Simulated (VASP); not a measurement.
Write the native input for VASP 6.6.1 that does the following.

- Task: single point
- Functional: LDA
- Potentials or basis: VASP PAW LDA potentials, release 64 (Zn, Hg)
- Cutoff: 500 eV
- k mesh: 4 × 4 × 5
- Occupations: fermi-dirac, width 0.15 eV
- Spin: no spin polarisation
- Dipole correction: no
- Further INCAR settings: ALGO = Normal; EDIFF = 1e-06; NBANDS = 58

The structure of Zn3Hg lies in POSCAR:

```
Zn3Hg
1.0
    5.8788480000      0.0000000000      0.0000000000
   -2.9394240000      5.0912320000      0.0000000000
    0.0000000000      0.0000000000      4.6080140000
Zn Hg
6 2
Direct
    0.3167200000      0.1583600000      0.7500000000
    0.8416400000      0.1583600000      0.7500000000
    0.8416400000      0.6832800000      0.7500000000
    0.6832800000      0.8416400000      0.2500000000
    0.1583600000      0.8416400000      0.2500000000
    0.1583600000      0.3167200000      0.2500000000
    0.6666666667      0.3333333333      0.2500000000
    0.3333333333      0.6666666667      0.7500000000
```

The input as run:

INCAR

```
PREC = Accurate
ENCUT = 500
EDIFF = 1E-6
ISMEAR = -1
SIGMA = 0.15
LREAL = F
LASPH = T
NELM = 120
ALGO = Normal
ISIF = 2
LWAVE = F
LCHARG = F
GGA = CA
NBANDS = 58
GGA_COMPAT = F
```

KPOINTS

```
Automatic mesh
0
Gamma
  4 4 5
```

Potentials or basis: VASP PAW LDA potentials, release 64 (Zn, Hg).

Run with:

```sh
$ cat potpaw_LDA.64/Zn/POTCAR potpaw_LDA.64/Hg/POTCAR > POTCAR
$ mpirun -np 1 vasp_std > vasp.out
```

Results of the run:

* Pressure: -7.3 GPa
* Largest force: 0.123 eV/Å
* Band gap on the k mesh: zero (bands 48 and 49 overlap by 1.53 eV)

Caveat: the cell stands under tension; spin-orbit coupling is left out, which moves the levels of the heavy elements.

It took 2.5 min on 1 thread of Intel Xeon 8259CL (shared host), peak memory 0.26 GiB.
